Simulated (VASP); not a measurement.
# LiF (Pm-3m) in VASP: further runs

Runs on LiF. Level: PBE. Tasks: single point, relaxation of cell and atoms.

All numbers are computed with VASP 6.6.1; they aren't measurements. Logs are shortened: lines on timing, memory, paths and dates and some standing lists are left out, and cuts for length are marked.

## Step 1: The cell of the first run

It takes space group Pm-3m (No. 221, cubic). The conventional cell has a = 2.585 Å, b = 2.585 Å, c = 2.585 Å, α = 90.00°, β = 90.00°, γ = 90.00°. Li (site symmetry m-3m) has 8 F at 2.24 Å and 6 Li at 2.58 Å within 3.0 Å. F (site symmetry m-3m) has 8 Li at 2.24 Å and 6 F at 2.58 Å within 3.0 Å.

## Step 2: Single point, PBE

INCAR reads:

```
SYSTEM = LiF
  ALGO = Normal
  EDIFF = 1E-6
  ENCUT = 520
  GGA = PE
  ISIF = 2
  ISMEAR = 0
  LASPH = .TRUE.
  LCHARG = .TRUE.
  LELF = .TRUE.
  LREAL = .FALSE.
  LVHAR = .TRUE.
  LWAVE = .FALSE.
  NBANDS = 12
  NELM = 100
  PREC = Accurate
  SIGMA = 0.1
```

KPOINTS reads:

```
k-points
0
G
  8 8 8
  0 0 0
```

POSCAR reads:

```
LiF
1.0
    2.5846470258      0.0000000000      0.0000000000
    0.0000000000      2.5846470258      0.0000000000
    0.0000000000      0.0000000000      2.5846470258
Li F
1 1
Direct
    0.0000000000      0.0000000000      0.0000000000
    0.5000000000      0.5000000000      0.5000000000
```

Potentials or basis: VASP PAW PBE potentials, release 64 (Li_sv, F).

Command:

```console
$ cat potpaw_PBE.64/Li_sv/POTCAR potpaw_PBE.64/F/POTCAR > POTCAR
$ mpirun -np 1 vasp_std > vasp.out
```

OUTCAR:

```text
SYSTEM = LiF
   EDIFF = 1E-6
   ENCUT = 520
   GGA = PE
   ISIF = 2
   ISMEAR = 0
   LASPH = .TRUE.
   LREAL = .FALSE.
   NELM = 100
   PREC = Accurate

 ion  position               nearest neighbor table
   1  0.000  0.000  0.000-   2 2.24   2 2.24   2 2.24   2 2.24   2 2.24   2 2.24   2 2.24   2 2.24

   2  0.500  0.500  0.500-   1 2.24   1 2.24   1 2.24   1 2.24   1 2.24   1 2.24   1 2.24   1 2.24

  LATTYP: Found a simple cubic cell.
 ALAT       =     2.5846470258

  Lattice vectors:

 A1 = (   2.5846470258,   0.0000000000,   0.0000000000)
 A2 = (   0.0000000000,   2.5846470258,   0.0000000000)
 A3 = (   0.0000000000,   0.0000000000,   2.5846470258)

Analysis of symmetry for initial positions (statically):
=====================================================================
 Subroutine PRICEL returns:
 Original cell was already a primitive cell.

 Routine SETGRP: Setting up the symmetry group for a
 simple cubic supercell.

 Subroutine GETGRP returns: Found 48 space group operations
 (whereof 48 operations were pure point group operations)
 out of a pool of 48 trial point group operations.

The static configuration has the point symmetry O_h .

Analysis of symmetry for dynamics (positions and initial velocities):
=====================================================================
 Subroutine PRICEL returns:
 Original cell was already a primitive cell.

 Routine SETGRP: Setting up the symmetry group for a
 simple cubic supercell.

 Subroutine GETGRP returns: Found 48 space group operations
 (whereof 48 operations were pure point group operations)
 out of a pool of 48 trial point group operations.

The dynamic configuration has the point symmetry O_h .

 Subroutine INISYM returns: Found 48 space group operations
 (whereof 48 operations are pure point group operations),
 and found     1 'primitive' translations

----------------------------------------------------------------------------------------

                                     Primitive cell

  volume of cell :      17.2665

  direct lattice vectors                    reciprocal lattice vectors
     2.584647026  0.000000000  0.000000000     0.386900025  0.000000000  0.000000000
     0.000000000  2.584647026  0.000000000     0.000000000  0.386900025  0.000000000
     0.000000000  0.000000000  2.584647026     0.000000000  0.000000000  0.386900025

  length of vectors
     2.584647026  2.584647026  2.584647026     0.386900025  0.386900025  0.386900025

  position of ions in fractional coordinates (direct lattice)
     0.000000000  0.000000000  0.000000000
     0.500000000  0.500000000  0.500000000

  ion indices of the primitive-cell ions
   primitive index   ion index
                 1           1
                 2           2

----------------------------------------------------------------------------------------

 KPOINTS: k-points

Automatic generation of k-mesh.
 Grid dimensions read from file:
 generate k-points for:    8    8    8

 Generating k-lattice:

  Cartesian coordinates                     Fractional coordinates (reciprocal lattice)
     0.048362503  0.000000000  0.000000000     0.125000000  0.000000000  0.000000000
     0.000000000  0.048362503  0.000000000     0.000000000  0.125000000  0.000000000
     0.000000000  0.000000000  0.048362503     0.000000000  0.000000000  0.125000000

  Length of vectors
     0.048362503  0.048362503  0.048362503

  Shift w.r.t. Gamma in fractional coordinates (k-lattice)
     0.000000000  0.000000000  0.000000000

 Subroutine IBZKPT returns following result:
 ===========================================

 Found     35 irreducible k-points:

 Following reciprocal coordinates:
            Coordinates               Weight
  0.000000  0.000000  0.000000      1.000000
  0.125000  0.000000  0.000000      6.000000
  0.250000  0.000000  0.000000      6.000000
  0.375000  0.000000  0.000000      6.000000
  0.500000  0.000000  0.000000      3.000000
  0.125000  0.125000  0.000000     12.000000
[... 16 lines left out ...]
  0.375000  0.375000  0.125000     24.000000
  0.500000  0.375000  0.125000     24.000000
 [... further k-points ...]
   k-points           NKPTS =     35   k-points in BZ     NKDIM =     35   number of bands    NBANDS=     12
   number of dos      NEDOS =    301   number of ions     NIONS =      2
   total plane-waves  NPLWV =   8000
   dimension x,y,z NGX =    20 NGY =   20 NGZ =   20
   dimension x,y,z NGXF=    40 NGYF=   40 NGZF=   40
   ions per type =               1   1
   NGX,Y,Z   is equivalent  to a cutoff of  12.86, 12.86, 12.86 a.u.
   NGXF,Y,Z  is equivalent  to a cutoff of  25.73, 25.73, 25.73 a.u.
 SYSTEM =  LiF
   PREC   = accura    normal or accurate (medium, high low for compatibility)
   ISTART =      0    job   : 0-new  1-cont  2-samecut
   ICHARG =      2    charge: 1-file 2-atom 10-const
   ISPIN  =      1    spin polarized calculation?
   LNONCOLLINEAR =      F non collinear calculations
   LSORBIT =      F    spin-orbit coupling
   LASPH  =      T    aspherical Exc in radial PAW
   ENCUT  =  520.0 eV  38.22 Ry    6.18 a.u.   4.81  4.81  4.81*2*pi/ulx,y,z
   NELM   =    100;   NELMIN=  2; NELMDL= -5     # of ELM steps
   EDIFF  = 0.1E-05   stopping-criterion for ELM
   LREAL  =      F    real-space projection
   EDIFFG = 0.1E-04   stopping-criterion for IOM
   NSW    =      0    number of steps for IOM
   IBRION =     -1    ionic relax: 0-MD 1-quasi-New 2-CG
   NFREE  =      0    steps in history (QN), initial steepest desc. (CG)
   ISIF   =      2    stress and relaxation
   ISYM   =      2    0-nonsym 1-usesym 2-fastsym
   POTIM  = 0.5000    time-step for ionic-motion
   TEBEG  =    0.0;   TEEND  =   0.0 temperature during run
   PSTRESS=    0.0 pullay stress
   NELECT =      10.0000    total number of electrons
   NUPDOWN=      -1.0000    fix difference up-down
   EMIN   =  10.00;   EMAX   =-10.00  energy-range for DOS
   EFERMI =   0.00;   METHOD = LEGACY
   ISMEAR =     0;   SIGMA  =   0.10  broadening in eV -4-tet -1-fermi 0-gaus
   EFERMI_NEDOS =   21; number of points for ismear=-14 and -15
   IALGO  =     38    algorithm
   IMIX   =      4    mixing-type and parameters
     AMIX     =   0.40;   BMIX     =  1.00
     AMIX_MAG =   1.60;   BMIX_MAG =  1.00
  volume/ion in A,a.u.               =       8.63        58.26
  Fermi-wavevector in a.u.,A,eV,Ry     =   1.364605  2.578729 25.336041  1.862146
  Thomas-Fermi vector in A             =   2.490906
   LORBIT       =      0    0 simple, 1 ext, 2 COOP (PROOUT), +10 PAW based schemes
   GGA     = PE    functional components
   LHFCALC =     F    Hartree Fock is set to
   AEXX    =    0.0000 exact exchange contribution
   IVDW    =     0    specifies the selected vdW correction
   LEPSILON=     F    determine dielectric tensor
   LRPA    =     F    only Hartree local field effects (RPA)
 non-spin polarized calculation
 Gauss-broadening in eV      SIGMA  =   0.10
  energy-cutoff  :      520.00
  volume of cell :       17.27
 maximum number of plane-waves:       480
 NGX is ok and might be reduce to    20
   NGX =  9   NGY =  9   NGZ =  9

 number of electron      10.0000001 magnetization

 Free energy of the ion-electron system (eV)
  ---------------------------------------------------
  ext. energy  EPLUGINS =         0.00000000
  ---------------------------------------------------
  free energy    TOTEN  =        -9.04577974 eV

  energy without entropy =       -9.04577974  energy(sigma->0) =       -9.04577974

 E-fermi :   0.3055     XC(G=0):  -9.7923

 val. band max:       -0.1226242174   @ k =   0.5000   0.5000   0.0000
 cond. band min:       7.1565831381   @ k =   0.0000   0.0000   0.0000
 fundamental gap:      7.2792073555
 Fermi energy:         0.3054558096

 k-point     1 :       0.0000    0.0000    0.0000
  band No.  band energies     occupation
      1     -43.0192      2.00000
      2     -20.7958      2.00000
      3      -0.7618      2.00000
      4      -0.7618      2.00000
      5      -0.7618      2.00000
      6       7.1566      0.00000
      7      18.5344      0.00000
      8      18.5344      0.00000
      9      20.4312      0.00000
     10      20.4312      0.00000
     11      20.4312      0.00000
     12      37.6410      0.00000

 k-point     2 :       0.1250    0.0000    0.0000
  band No.  band energies     occupation
      1     -43.0131      2.00000
      2     -20.7356      2.00000
      3      -1.2773      2.00000
      4      -0.7088      2.00000
      5      -0.7088      2.00000
      6       7.5216      0.00000
      7      16.6255      0.00000
      8      18.8842      0.00000
      9      20.3725      0.00000
     10      20.3725      0.00000
     11      23.2008      0.00000
     12      35.6881      0.00000

 k-point     3 :       0.2500    0.0000    0.0000
  band No.  band energies     occupation
      1     -42.9986      2.00000
      2     -20.5856      2.00000
      3      -2.3597      2.00000
      4      -0.5782      2.00000
      5      -0.5782      2.00000
      6       8.2116      0.00000
      7      14.8443      0.00000
      8      19.9326      0.00000
      9      20.2008      0.00000
     10      20.2008      0.00000
     11      27.5109      0.00000
     12      31.1837      0.00000

 k-point     4 :       0.3750    0.0000    0.0000
  band No.  band energies     occupation
      1     -42.9839      2.00000
      2     -20.4283      2.00000
      3      -3.2970      2.00000
      4      -0.4437      2.00000
      5      -0.4437      2.00000
      6       8.6980      0.00000
      7      13.8567      0.00000
      8      19.9854      0.00000
      9      19.9854      0.00000
     10      21.6718      0.00000
     11      27.3460      0.00000
     12      32.3816      0.00000

 k-point     5 :       0.5000    0.0000    0.0000
  band No.  band energies     occupation
      1     -42.9778      2.00000
      2     -20.3612      2.00000
      3      -3.6565      2.00000
      4      -0.3868      2.00000
      5      -0.3868      2.00000
      6       8.8466      0.00000
      7      13.5588      0.00000
      8      19.8830      0.00000
      9      19.8830      0.00000
     10      23.7384      0.00000
     11      24.5796      0.00000
     12      32.0395      0.00000
[... 228 lines left out ...]
      1     -42.9609      2.00000
      2     -20.1348      2.00000
      3      -3.0106      2.00000
      4      -1.9369      2.00000
      5      -0.7197      2.00000
      6      10.7636      0.00000
      7      13.4816      0.00000
      8      14.9853      0.00000
      9      20.9634      0.00000
     10      23.1332      0.00000
     11      27.1360      0.00000
     12      30.3535      0.00000

 k-point    22 :       0.5000    0.2500    0.1250
  band No.  band energies     occupation
      1     -42.9554      2.00000
      2     -20.0638      2.00000
      3      -3.3595      2.00000
      4      -1.8783      2.00000
      5      -0.6555      2.00000
      6      11.0996      0.00000
      7      13.0196      0.00000
      8      14.9719      0.00000
      9      21.3439      0.00000
     10      22.4821      0.00000
     11      26.5802      0.00000
     12      30.7421      0.00000

 k-point    23 :       0.3750    0.3750    0.1250
  band No.  band energies     occupation
      1     -42.9484      2.00000
      2     -19.9650      2.00000
      3      -2.8784      2.00000
      4      -2.7915      2.00000
      5      -0.5859      2.00000
      6      11.7820      0.00000
      7      13.3336      0.00000
      8      13.6107      0.00000
      9      21.1775      0.00000
     10      22.1830      0.00000
     11      27.0578      0.00000
     12      28.6651      0.00000

 k-point    24 :       0.5000    0.3750    0.1250
  band No.  band energies     occupation
      1     -42.9432      2.00000
      2     -19.8921      2.00000
      3      -3.1815      2.00000
      4      -2.7619      2.00000
      5      -0.5275      2.00000
      6      12.3565      0.00000
      7      12.7385      0.00000
      8      13.5393      0.00000
      9      20.5314      0.00000
     10      22.6351      0.00000
     11      26.6543      0.00000
     12      28.1556      0.00000

 [... further k-points ...]

------------------------ aborting loop because EDIFF is reached ----------------------------------------

  FORCE on cell =-STRESS in cart. coord.  units (eV):
  Direction    XX          YY          ZZ          XY          YZ          ZX
  --------------------------------------------------------------------------------------
  -------------------------------------------------------------------------------------
  Total       -0.2420920     -0.2420920     -0.2420920     -0.0000000     -0.0000000      0.0000000
  in kB      -22.4640151    -22.4640151    -22.4640151     -0.0000000     -0.0000000      0.0000000
  external PRESSURE =     -22.4640151 kB  Pullay stress =       0.0000000 kB

 VOLUME and BASIS-vectors are now :
 -----------------------------------------------------------------------------
  energy-cutoff  :      520.00
  volume of cell :       17.27
      direct lattice vectors                 reciprocal lattice vectors
     2.584647026  0.000000000  0.000000000     0.386900025  0.000000000  0.000000000
     0.000000000  2.584647026  0.000000000     0.000000000  0.386900025  0.000000000
     0.000000000  0.000000000  2.584647026     0.000000000  0.000000000  0.386900025

 POSITION                                       TOTAL-FORCE (eV/Angst)
 -----------------------------------------------------------------------------------
      0.00000      0.00000      0.00000         0.000000      0.000000      0.000000
      1.29232      1.29232      1.29232         0.000000      0.000000      0.000000
 -----------------------------------------------------------------------------------
    total drift:                                0.000000      0.000000      0.000000

  FREE ENERGIE OF THE ION-ELECTRON SYSTEM (eV)
  ---------------------------------------------------
  free  energy   TOTEN  =        -9.0457797420 eV

  energy  without entropy=       -9.0457797420  energy(sigma->0) =       -9.04577974
```

Wall time 5.9 s (1 thread of Intel Xeon Platinum 8259CL at 2.50GHz (Skylake/Cascade Lake), shared host); peak memory 0.12 GiB.

What came out:

* Free energy: -9.0458 eV
* Band gap on the k mesh: 7.28 eV (least direct gap 7.92 eV)

Levels at points of the mesh, in eV from the valence-band top:
| k point | band 3 | band 4 | band 5 | band 6 | band 7 | band 8 |
| --- | --- | --- | --- | --- | --- | --- |
| (0.00, 0.00, 0.00) | -0.64 | -0.64 | -0.64 | 7.28 | 18.66 | 18.66 |
| (0.50, 0.00, 0.00) | -3.53 | -0.26 | -0.26 | 8.97 | 13.68 | 20.01 |
| (0.50, 0.50, 0.00) | -3.11 | -3.11 | 0.00 | 13.16 | 13.42 | 13.42 |
| (0.50, 0.50, 0.50) | -2.16 | -2.16 | -2.16 | 11.04 | 11.04 | 11.04 |

Caveat: the cutoff is under 1.25 times the usual one of these potentials, so pressure, stress and relaxed cells hold a basis-set (Pulay) error. A k mesh can miss the band edges.

## Step 3: Single point, PBE

This run uses another cell than the first one, of 8.39 Å³/atom.

INCAR reads:

```
PREC = Accurate ; ENCUT = 520
EDIFF = 1E-7 ; ISMEAR = 0
SIGMA = 0.02 ; LREAL = False
LASPH = True ; NELM = 80
ALGO = Normal ; ISIF = 2
LWAVE = False ; LCHARG = False
GGA = PE ; NBANDS = 12
```

KPOINTS reads:

```
regular mesh
0
Gamma
  10 10 10
```

POSCAR reads:

```
LiF
1.0
    2.5602991262      0.0000000000      0.0000000000
    0.0000000000      2.5602991262      0.0000000000
    0.0000000000      0.0000000000      2.5602991262
Li F
1 1
Direct
    0.0000000000      0.0000000000      0.0000000000
    0.5000000000      0.5000000000      0.5000000000
```

Potentials or basis: VASP PAW PBE potentials, release 64 (Li_sv, F).

Command:

```console
$ cat potpaw_PBE.64/Li_sv/POTCAR potpaw_PBE.64/F/POTCAR > POTCAR
$ mpirun -np 1 vasp_std > vasp.out
```

It took 7.9 s on 1 thread of Intel Xeon Platinum 8259CL at 2.50GHz (Skylake/Cascade Lake), shared host; peak memory 0.12 GiB.

The run converged. Its results:

```yaml
Free_energy: -9.0487 eV
Band_gap_on_the_k_mesh: 7.50 eV (least direct gap 8.17 eV)
```

Levels at points of the mesh, in eV from the valence-band top:
```tsv
k point	band 3	band 4	band 5	band 6	band 7	band 8
(0.00, 0.00, 0.00)	-0.67	-0.67	-0.67	7.50	18.83	18.83
(0.50, 0.00, 0.00)	-3.66	-0.28	-0.28	9.11	13.99	20.27
(0.50, 0.50, 0.00)	-3.23	-3.23	0.00	13.35	13.64	13.64
(0.50, 0.50, 0.50)	-2.24	-2.24	-2.24	11.12	11.12	11.12
```

Caveat: the cutoff is under 1.25 times the usual one of these potentials, so pressure, stress and relaxed cells hold a basis-set (Pulay) error. A k mesh can miss the band edges.

## Step 4: Relaxation of cell and atoms, PBE

INCAR reads:

```
SYSTEM = LiF
PREC = Accurate ; ENCUT = 600
EDIFF = 1E-6 ; ISMEAR = 0
SIGMA = 0.02 ; LREAL = .FALSE.
LASPH = .TRUE. ; NELM = 60
ALGO = Normal ; ISIF = 3
LWAVE = .FALSE. ; LCHARG = .FALSE.
GGA = PE ; IBRION = 2
NSW = 100 ; EDIFFG = -0.01
```

KPOINTS reads:

```
Automatic mesh
0
G
  10 10 10
  0 0 0
```

POSCAR reads:

```
LiF
1.0
    2.5846470258      0.0000000000      0.0000000000
    0.0000000000      2.5846470258      0.0000000000
    0.0000000000      0.0000000000      2.5846470258
Li F
1 1
Direct
    0.0000000000      0.0000000000      0.0000000000
    0.5000000000      0.5000000000      0.5000000000
```

Command:

```console
$ cat potpaw_PBE.64/Li_sv/POTCAR potpaw_PBE.64/F/POTCAR > POTCAR
$ mpirun -np 1 vasp_std > vasp.out
```

It took 19 s on 1 thread of Intel Xeon Platinum 8259CL at 2.50GHz (Skylake/Cascade Lake), shared host; peak memory 0.13 GiB.

Results (log left out):

```yaml
Free_energy: -9.0526 eV
Relaxed_volume: 8.29 Å³/atom
Relaxed_cell: a = 2.550 Å, b = 2.550 Å, c = 2.550 Å, α = 90.00°, β = 90.00°, γ = 90.00°
Space_group_after_relaxing_to_0.1_Å: Pm-3m (No. 221)
Energy_gained_by_relaxing: 2.8 meV/atom
Ionic_steps: 4
Pressure_after_relaxing: 0.0 GPa
Band_gap_on_the_k_mesh: 7.60 eV (least direct gap 8.28 eV)
```

Step by step:
```tsv
step	energy change (eV)	largest force (eV/Å)	pressure (GPa)	volume (Å³)
1	0.0000	0.0000	-2.47	17.27
2	-0.0040	0.0000	-1.35	16.94
3	-0.0055	0.0000	-0.28	16.66
4	-0.0055	0.0000	-0.02	16.59
```

Final structure:
```
CELL_PARAMETERS angstrom
2.55034 0.00000 0.00000
0.00000 2.55034 0.00000
0.00000 0.00000 2.55034
ATOMIC_POSITIONS crystal
Li 0.00000 0.00000 0.00000
F 0.50000 0.50000 0.50000
```

Levels at points of the mesh, in eV from the valence-band top:
| k point | band 3 | band 4 | band 5 | band 6 | band 7 | band 8 |
| --- | --- | --- | --- | --- | --- | --- |
| (0.00, 0.00, 0.00) | -0.68 | -0.68 | -0.68 | 7.60 | 18.91 | 18.91 |
| (0.50, 0.00, 0.00) | -3.71 | -0.28 | -0.28 | 9.17 | 14.11 | 20.38 |
| (0.50, 0.50, 0.00) | -3.29 | -3.29 | 0.00 | 13.42 | 13.73 | 13.73 |
| (0.50, 0.50, 0.50) | -2.28 | -2.28 | -2.28 | 11.15 | 11.15 | 11.15 |

Caveat: the cutoff is under 1.25 times the usual one of these potentials, so pressure, stress and relaxed cells hold a basis-set (Pulay) error.

## Step 5: Overview

```csv
task,cell,k mesh,cutoff (eV),smearing,gap on the mesh (eV)
single point,"a = 2.585 Å, 2 atoms",8 × 8 × 8,520,gaussian 0.1 eV,7.28
single point,"a = 2.560 Å, 2 atoms",10 × 10 × 10,520,gaussian 0.02 eV,7.50
relaxation of cell and atoms,"relaxed from a = 2.585 Å, 2 atoms",10 × 10 × 10,600,gaussian 0.02 eV,7.60
```

Alike in all rows: level PBE; potentials or basis VASP PAW PBE potentials, release 64 (Li_sv, F); no spin polarisation.

Caveats: the cutoff is under 1.25 times the usual one of these potentials, so pressure, stress and relaxed cells hold a basis-set (Pulay) error.

Absolute energies hang on the potentials; compare differences alone.
